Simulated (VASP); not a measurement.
# CuO in VASP: further runs, part 2 of 2

VASP 6.6.1. Earlier steps stand in the parts before.

**3. Single point, LDA**

This run uses another cell than the first one, of 10.26 Å³/atom, 0.142 times its volume.

Contents of INCAR:

```
ALGO = Normal ; EDIFF = 1E-6
ENCUT = 520 ; ISIF = 2
ISMEAR = 0 ; LASPH = True
LCHARG = True ; LELF = True
LREAL = False ; LVHAR = True
LWAVE = False ; NBANDS = 25
NELM = 80 ; PREC = Accurate
SIGMA = 0.1
```

Contents of KPOINTS:

```
k-points
0
Gamma
  14 14 8
```

Contents of POSCAR:

```
CuO
1.0
    2.8527435169     -0.0163473394     -0.0042227956
    0.0223635967      2.8526647962     -0.0042153253
    0.0096437958      0.0095122471      5.0445306693
Cu O
2 2
Direct
    0.5000000000      0.0000000000      0.5000000000
    0.0000000000      0.5000000000      0.0000000000
    0.0001605173      0.9998453377      0.2499978417
    0.9998394827      0.0001546623      0.7500021583
```

Potentials or basis: VASP PAW LDA potentials, release 64 (Cu, O).

Started as:

```bash
$ cat potpaw_LDA.64/Cu/POTCAR potpaw_LDA.64/O/POTCAR > POTCAR
$ mpirun -np 1 vasp_std > vasp.out
```

OUTCAR:

```text
EDIFF = 1E-6
   ENCUT = 520
   ISIF = 2
   ISMEAR = 0
   LASPH = True
   LREAL = False
   NELM = 80
   PREC = Accurate

 ion  position               nearest neighbor table
   1  0.500  0.000  0.500-   3 1.90   4 1.90   4 1.90   3 1.90
   2  0.000  0.500  0.000-   4 1.90   3 1.90   4 1.90   3 1.90
   3  0.000  1.000  0.250-   2 1.90   1 1.90   2 1.90   1 1.90
   4  1.000  0.000  0.750-   2 1.90   1 1.90   2 1.90   1 1.90

  LATTYP: Found a base centered monoclinic cell.
 ALAT       =    10.8651893731
 B/A-ratio  =     0.3709250905
 C/A-ratio  =     0.4642854057
 COS(beta)  =    -0.9283493127

  Lattice vectors:

 A1 = (   2.8430997211,  -0.0258595865,  -5.0487534649)
 A2 = (   0.0127198009,   2.8431525491,  -5.0487459946)
 A3 = (   0.0096437958,   0.0095122471,   5.0445306693)

Analysis of symmetry for initial positions (statically):
=====================================================================
 Subroutine PRICEL returns:
 Original cell was already a primitive cell.

 Routine SETGRP: Setting up the symmetry group for a
 base centered monoclinic supercell.

 Subroutine GETGRP returns: Found  4 space group operations
 (whereof  2 operations were pure point group operations)
 out of a pool of  4 trial point group operations.

The static configuration has the point symmetry S_2 .
 The point group associated with its full space group is C_2h.

Analysis of symmetry for dynamics (positions and initial velocities):
=====================================================================
 Subroutine PRICEL returns:
 Original cell was already a primitive cell.

 Routine SETGRP: Setting up the symmetry group for a
 base centered monoclinic supercell.

 Subroutine GETGRP returns: Found  4 space group operations
 (whereof  2 operations were pure point group operations)
 out of a pool of  4 trial point group operations.

The dynamic configuration has the point symmetry S_2 .
 The point group associated with its full space group is C_2h.

 Subroutine INISYM returns: Found  4 space group operations
 (whereof  2 operations are pure point group operations),
 and found     1 'primitive' translations

----------------------------------------------------------------------------------------

                                     Primitive cell

  volume of cell :      41.0541

  direct lattice vectors                    reciprocal lattice vectors
     2.852743517 -0.016347339 -0.004222796     0.350523014 -0.002748924 -0.000664923
     0.022363597  2.852664796 -0.004215325     0.002007706  0.350532702 -0.000664822
     0.009643796  0.009512247  5.044530669     0.000295102  0.000290612  0.198233385

  length of vectors
     2.852793480  2.852755569  5.044548856     0.350534423  0.350539082  0.198233818

  position of ions in fractional coordinates (direct lattice)
     0.500000000  0.000000000  0.500000000
     0.000000000  0.500000000  0.000000000
     0.000160517  0.999845338  0.249997842
     0.999839483  0.000154662  0.750002158

  ion indices of the primitive-cell ions
   primitive index   ion index
                 1           1
                 2           2
                 3           3
                 4           4

----------------------------------------------------------------------------------------

 KPOINTS: k-points

Automatic generation of k-mesh.
 Grid dimensions read from file:
 generate k-points for:   14   14    8

 Generating k-lattice:

  Cartesian coordinates                     Fractional coordinates (reciprocal lattice)
     0.025037358 -0.000196352 -0.000047494     0.071428571 -0.000000000  0.000000000
     0.000143408  0.025038050 -0.000047487     0.000000000  0.071428571  0.000000000
     0.000036888  0.000036327  0.024779173    -0.000000000  0.000000000  0.125000000

  Length of vectors
     0.025038173  0.025038506  0.024779227

  Shift w.r.t. Gamma in fractional coordinates (k-lattice)
     0.000000000  0.000000000  0.000000000

 Subroutine IBZKPT returns following result:
 ===========================================

 Found    429 irreducible k-points:

 Following reciprocal coordinates:
            Coordinates               Weight
  0.000000  0.000000  0.000000      1.000000
  0.071429 -0.000000 -0.000000      4.000000
  0.142857 -0.000000  0.000000      4.000000
  0.214286  0.000000  0.000000      4.000000
  0.285714 -0.000000 -0.000000      4.000000
  0.357143 -0.000000  0.000000      4.000000
[... 16 lines left out ...]
  0.214286  0.142857  0.000000      4.000000
  0.285714  0.142857 -0.000000      4.000000
 [... further k-points ...]
   k-points           NKPTS =    429   k-points in BZ     NKDIM =    429   number of bands    NBANDS=     25
   number of dos      NEDOS =    301   number of ions     NIONS =      4
   total plane-waves  NPLWV =  23040
   dimension x,y,z NGX =    24 NGY =   24 NGZ =   40
   dimension x,y,z NGXF=    48 NGYF=   48 NGZF=   80
   ions per type =               2   2
   NGX,Y,Z   is equivalent  to a cutoff of  13.99, 13.99, 13.18 a.u.
   NGXF,Y,Z  is equivalent  to a cutoff of  27.97, 27.97, 26.36 a.u.
 SYSTEM =  unknown system
   PREC   = accura    normal or accurate (medium, high low for compatibility)
   ISTART =      0    job   : 0-new  1-cont  2-samecut
   ICHARG =      2    charge: 1-file 2-atom 10-const
   ISPIN  =      1    spin polarized calculation?
   LNONCOLLINEAR =      F non collinear calculations
   LSORBIT =      F    spin-orbit coupling
   LASPH  =      T    aspherical Exc in radial PAW
   ENCUT  =  520.0 eV  38.22 Ry    6.18 a.u.   5.30  5.30  9.38*2*pi/ulx,y,z
   NELM   =     80;   NELMIN=  2; NELMDL= -5     # of ELM steps
   EDIFF  = 0.1E-05   stopping-criterion for ELM
   LREAL  =      F    real-space projection
   EDIFFG = 0.1E-04   stopping-criterion for IOM
   NSW    =      0    number of steps for IOM
   IBRION =     -1    ionic relax: 0-MD 1-quasi-New 2-CG
   NFREE  =      0    steps in history (QN), initial steepest desc. (CG)
   ISIF   =      2    stress and relaxation
   ISYM   =      2    0-nonsym 1-usesym 2-fastsym
   POTIM  = 0.5000    time-step for ionic-motion
   TEBEG  =    0.0;   TEEND  =   0.0 temperature during run
   PSTRESS=    0.0 pullay stress
   NELECT =      34.0000    total number of electrons
   NUPDOWN=      -1.0000    fix difference up-down
   EMIN   =  10.00;   EMAX   =-10.00  energy-range for DOS
   EFERMI =   0.00;   METHOD = LEGACY
   ISMEAR =     0;   SIGMA  =   0.10  broadening in eV -4-tet -1-fermi 0-gaus
   EFERMI_NEDOS =   21; number of points for ismear=-14 and -15
   IALGO  =     38    algorithm
   IMIX   =      4    mixing-type and parameters
     AMIX     =   0.40;   BMIX     =  1.00
     AMIX_MAG =   1.60;   BMIX_MAG =  1.00
  volume/ion in A,a.u.               =      10.26        69.26
  Fermi-wavevector in a.u.,A,eV,Ry     =   1.537384  2.905235 32.158052  2.363550
  Thomas-Fermi vector in A             =   2.643900
   LORBIT       =      0    0 simple, 1 ext, 2 COOP (PROOUT), +10 PAW based schemes
   GGA     = CA    functional components
   LHFCALC =     F    Hartree Fock is set to
   AEXX    =    0.0000 exact exchange contribution
   IVDW    =     0    specifies the selected vdW correction
   LEPSILON=     F    determine dielectric tensor
   LRPA    =     F    only Hartree local field effects (RPA)
 non-spin polarized calculation
 Gauss-broadening in eV      SIGMA  =   0.10
  energy-cutoff  :      520.00
  volume of cell :       41.05
 maximum number of plane-waves:      1138
 NGX is ok and might be reduce to    24
   NGX = 11   NGY = 11   NGZ = 19

 number of electron      33.9999958 magnetization

 Free energy of the ion-electron system (eV)
  ---------------------------------------------------
  ext. energy  EPLUGINS =         0.00000000
  ---------------------------------------------------
  free energy    TOTEN  =       -23.32943844 eV

  energy without entropy =      -23.31671329  energy(sigma->0) =      -23.32307586

 E-fermi :   5.5774     XC(G=0): -12.2741

 val. band max:        5.5712378327   @ k =  -0.0714   0.5000   0.2500
 cond. band min:       5.5786344688   @ k =  -0.3571   0.0000   0.1250
 fundamental gap:      0.0073966361
 Fermi energy:         5.5774122268

 k-point     1 :       0.0000    0.0000    0.0000
  band No.  band energies     occupation
      1     -14.6309      2.00000
      2     -13.0675      2.00000
      3      -3.3698      2.00000
      4      -0.4387      2.00000
      5      -0.4340      2.00000
      6       1.3577      2.00000
[... 17 lines left out ...]
     24      20.4088      0.00000
     25      20.5702      0.00000
[... 621 lines left out ...]
      3      -2.4716      2.00000
      4      -1.0544      2.00000
      5      -0.6197      2.00000
      6      -0.3221      2.00000
[... 17 lines left out ...]
     24      18.8877      0.00000
     25      20.7507      0.00000

 [... further k-points ...]
[... 5 lines left out ...]
  --------------------------------------------------------------------------------------
  -------------------------------------------------------------------------------------
  Total        0.2239108      0.2239953      0.3732103     -0.0033330     -0.0011738     -0.0011882
  in kB        8.7383495      8.7416476     14.5649169     -0.1300752     -0.0458069     -0.0463700
  external PRESSURE =      10.6816380 kB  Pullay stress =       0.0000000 kB

 VOLUME and BASIS-vectors are now :
 -----------------------------------------------------------------------------
  energy-cutoff  :      520.00
  volume of cell :       41.05
      direct lattice vectors                 reciprocal lattice vectors
     2.852743517 -0.016347339 -0.004222796     0.350523014 -0.002748924 -0.000664923
     0.022363597  2.852664796 -0.004215325     0.002007706  0.350532702 -0.000664822
     0.009643796  0.009512247  5.044530669     0.000295102  0.000290612  0.198233385

 POSITION                                       TOTAL-FORCE (eV/Angst)
 -----------------------------------------------------------------------------------
      1.43119     -0.00342      2.52015         0.000000      0.000000     -0.000000
      0.01118      1.42633     -0.00211         0.000000      0.000000     -0.000000
      0.02523      2.85460      1.25691         0.000205     -0.000208     -0.000000
      2.85952     -0.00877      3.77919        -0.000205      0.000208      0.000000
 -----------------------------------------------------------------------------------
    total drift:                                0.000000     -0.000000     -0.000000

  FREE ENERGIE OF THE ION-ELECTRON SYSTEM (eV)
  ---------------------------------------------------
  free  energy   TOTEN  =       -23.3294384432 eV

  energy  without entropy=      -23.3167132853  energy(sigma->0) =      -23.32307586
```

OSZICAR:

```text
N       E                     dE             d eps       ncg     rms          rms(c)
DAV:   1     0.289657564758E+03    0.28966E+03   -0.16363E+04 22779   0.218E+03
DAV:   2     0.706034497148E+01   -0.28260E+03   -0.26075E+03 21718   0.397E+02
DAV:   3    -0.282997566083E+02   -0.35360E+02   -0.33510E+02 27162   0.157E+02
DAV:   4    -0.294689803071E+02   -0.11692E+01   -0.11632E+01 27202   0.302E+01
DAV:   5    -0.294903740670E+02   -0.21394E-01   -0.21382E-01 28389   0.363E+00    0.177E+01
DAV:   6    -0.268853136309E+02    0.26051E+01   -0.37279E+01 30855   0.162E+02    0.130E+01
DAV:   7    -0.233045744515E+02    0.35807E+01   -0.10330E+01 26065   0.120E+02    0.252E+00
DAV:   8    -0.233842113776E+02   -0.79637E-01   -0.14706E+00 23450   0.828E+00    0.163E+00
DAV:   9    -0.233342565649E+02    0.49955E-01   -0.46415E-02 34415   0.653E+00    0.489E-01
DAV:  10    -0.233309368009E+02    0.33198E-02   -0.12109E-02 31292   0.149E+00    0.346E-01
DAV:  11    -0.233294455901E+02    0.14912E-02   -0.65256E-03 32825   0.785E-01    0.465E-02
DAV:  12    -0.233294504328E+02   -0.48427E-05   -0.30264E-04 30102   0.192E-01    0.374E-02
DAV:  13    -0.233294414481E+02    0.89848E-05   -0.11226E-05 32879   0.554E-02    0.104E-02
DAV:  14    -0.233294396269E+02    0.18212E-05   -0.69425E-07 17806   0.290E-02    0.606E-03
DAV:  15    -0.233294385469E+02    0.10800E-05   -0.48016E-06 20532   0.184E-02    0.105E-03
DAV:  16    -0.233294384432E+02    0.10368E-06   -0.32632E-07 11775   0.662E-03
   1 F= -.23329438E+02 E0= -.23323076E+02  d E =-.127252E-01
```

stdout:

```text
POSCAR found type information on POSCAR CuO
 POSCAR found :  2 types and       4 ions
 scaLAPACK will be used
 LDA part: xc-table for (Slater(with rela. corr.)+CA(PZ))
 , standard interpolation
 POSCAR, INCAR and KPOINTS ok, starting setup
 FFT: planning ... GRIDC
 FFT: planning ... GRID_SOFT
 FFT: planning ... GRID
 WAVECAR not read
 entering main loop
```

Wall time 5.9 min (1 thread of Intel Xeon 6975P-C, shared host); peak memory 0.44 GiB.

Results:

```yaml
Free_energy: -23.3294 eV
Pressure: 1.1 GPa
Band_gap_on_the_k_mesh: zero (band 17 reaches 6.28 eV, above the bottom of band 18 at 5.06 eV)
```

Caveat: semilocal functionals often make such compounds metallic where correlation or magnetic order opens a gap, which also shifts bond lengths. With open d or f shells a metallic result of LDA can be an artefact of self-interaction; +U or a hybrid may open a gap.

**4. Single point, PBEsol**

This run uses another cell than the first one, of 10.66 Å³/atom, 0.147 times its volume.

Contents of INCAR:

```
PREC     = Accurate       # precision mode
ENCUT    = 520            # plane-wave cutoff, eV
EDIFF    = 1E-6           # SCF threshold, eV
ISMEAR   = 0              # smearing method
SIGMA    = 0.1            # smearing width, eV
LREAL    = False          # projectors in reciprocal space
LASPH    = True           # aspherical terms in the spheres
NELM     = 80             # most SCF steps
ALGO     = Normal         # electronic algorithm
ISIF     = 2              # what is computed and relaxed
LWAVE    = False          # write WAVECAR
LCHARG   = False          # write CHGCAR
GGA      = PS             # functional
NBANDS   = 25             # bands
```

Contents of KPOINTS:

```
Automatic mesh
0
Gamma
  14 14 8
```

Contents of POSCAR:

```
CuO
1.0
    2.8939847784     -0.0158062187     -0.0039519590
    0.0234642900      2.8939102141     -0.0039287132
    0.0103844816      0.0102711838      5.0924487237
Cu O
2 2
Direct
    0.5000000000      0.0000000000      0.5000000000
    0.0000000000      0.5000000000      0.0000000000
    0.0002558427      0.9997422431      0.2500003320
    0.9997441573      0.0002577569      0.7499996680
```

Potentials or basis: VASP PAW PBE potentials, release 64 (Cu, O).

Started as:

```bash
$ cat potpaw_PBE.64/Cu/POTCAR potpaw_PBE.64/O/POTCAR > POTCAR
$ mpirun -np 1 vasp_std > vasp.out
```

It took 5.6 min on 1 thread of Intel Xeon 6975P-C, shared host; peak memory 0.47 GiB.

It converged, with:

```yaml
Free_energy: -21.4824 eV
Pressure: 0.8 GPa
Band_gap_on_the_k_mesh: zero (band 17 reaches 5.92 eV, above the bottom of band 18 at 4.71 eV)
```

Stress tensor (GPa, compression positive):
```
 0.61 -0.01 -0.01
-0.01  0.61 -0.01
-0.01 -0.01  1.06
```

Levels at points of the mesh, in eV from the Fermi level:
```csv
k point,band 15,band 16,band 17,band 18,band 19,band 20
"(0.00, 0.00, 0.00)",-2.40,-2.01,0.69,0.69,1.45,6.00
"(0.50, 0.00, 0.00)",-1.65,-1.58,0.22,0.46,3.50,5.94
"(0.50, 0.50, 0.00)",-1.66,-1.25,-1.25,1.17,1.87,7.13
"(0.00, 0.00, 0.50)",-1.63,-1.63,0.08,0.08,3.51,3.51
"(0.50, 0.00, 0.50)",-2.12,-1.90,-0.15,0.69,4.18,5.95
"(0.50, 0.50, 0.50)",-1.48,-1.48,-0.52,-0.52,3.82,3.82
```

Caveat: the PAW data sets were made with another functional, which shifts forces and pressure a little; semilocal functionals often make such compounds metallic where correlation or magnetic order opens a gap, which also shifts bond lengths. With open d or f shells a metallic result of PBEsol can be an artefact of self-interaction; +U or a hybrid may open a gap.

**5. The runs side by side**

| level | potentials or basis | cell | k mesh | gap on the mesh (eV) | pressure (GPa) |
| --- | --- | --- | --- | --- | --- |
| PBE | VASP PAW PBE potentials, release 64 (Cu, O) | a = 5.441, b = 5.442, c = 9.782 Å, angles 89.8, 89.8, 89.2°, 4 atoms | 4 × 4 × 2 | none | -2.5 |
| LDA | VASP PAW LDA potentials, release 64 (Cu, O) | a = 2.853, b = 2.853, c = 5.045 Å, angles 90.0, 90.0, 89.9°, 4 atoms | 14 × 14 × 8 | none | 1.1 |
| PBEsol | VASP PAW PBE potentials, release 64 (Cu, O) | a = 2.894, b = 2.894, c = 5.092 Å, angles 90.0, 90.0, 89.8°, 4 atoms | 14 × 14 × 8 | none | 0.8 |

Alike in all rows: task single point; no spin polarisation; cutoff (eV) 520; smearing gaussian 0.1 eV.

Caveats: semilocal functionals often make such compounds metallic where correlation or magnetic order opens a gap, which also shifts bond lengths; the PAW data sets were made with another functional, which shifts forces and pressure a little (some runs).

Absolute energies hang on the potentials; compare differences alone.
